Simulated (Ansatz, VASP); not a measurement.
**MoS: VASP beside Ansatz**

File INCAR:

```
ALGO = Normal
DIPOL = 0.5 0.5 0.500
EDIFF = 1E-6
ENCUT = 520
GGA = PS
IDIPOL = 3
ISIF = 2
ISMEAR = 0
LASPH = True
LCHARG = True
LDIPOL = True
LELF = True
LREAL = False
LVACPOTAV = True
LVHAR = True
LWAVE = False
NBANDS = 28
NELM = 80
PREC = Accurate
SIGMA = 0.1
```

Contents of KPOINTS:

```
k-points
0
Gamma
  12 12 1
```

Contents of POSCAR:

```
MoS
1.0
    3.1204068979      0.0000000000      0.0000000000
   -1.5602034489      2.7023516437      0.0000000000
    0.0000000000      0.0000000000     21.0860250635
Mo S
2 2
Direct
    0.6666666667      0.3333333333      0.3556858145
    0.3333333333      0.6666666667      0.6443141855
    0.3333333333      0.6666666667      0.4316152661
    0.6666666667      0.3333333333      0.5683847339
```

Input for Ansatz:

```yaml
crystal:
  lattice:
    - [3.1204068979, 0.0, 0.0]
    - [-1.5602034489, 2.7023516437, 0.0]
    - [0.0, 0.0, 21.0860250635]
  atoms:
    - { symbol: Mo, position: [0.6666666667, 0.3333333333, 0.3556858145] }
    - { symbol: S, position: [0.3333333333, 0.6666666667, 0.4316152661] }
    - { symbol: S, position: [0.6666666667, 0.3333333333, 0.5683847339] }
    - { symbol: Mo, position: [0.3333333333, 0.6666666667, 0.6443141855] }
basis:
  ecutwfc: 420
kpoints:
  mp_grid: { grid: [12, 12, 1] }
hamiltonian:
  xc: pbesol
scf:
  occupations: { method: gaussian, width: 0.1 }
output:
  forces: true
  stress: true
  eigenvalues: true
  write_density: true
  write_potential: true
  elf: true
  volumetric_format: npy
efield:
  axis: 3
  dipole_correction: true
  ramp_width: 0.04
```

Alike in both runs: task single point; functional PBEsol; k mesh 12 × 12 × 1; occupations gaussian, width 0.1 eV; no spin polarisation.

|  | VASP | Ansatz |
| --- | --- | --- |
| version | VASP 6.6.1 | Ansatz 0.2.0 |
| potentials or method | VASP PAW PBE potentials, release 64 (Mo_sv, S), cutoff 520 eV | scalar-relativistic, plane waves, PAW |
| valence electrons in the cell | 40 | 40 |

|  | VASP | Ansatz | Ansatz less VASP |
| --- | --- | --- | --- |
| gap on the k mesh at the Fermi level (eV) | none | none | - |
| rms of the force components (eV/Å) | 1.001 | 1.005 | +0.0036 |
| work function, face that differs most (eV) | 4.32 | 4.33 | +0.004 |

VASP's potentials were made for PBE, not for PBEsol. A gap of «none» marks a metal or a gap that the smearing closes. With one functional, cell and mesh, what is left measures potentials, basis and numerics. Ansatz's warnings: xc potential rough in thin density.
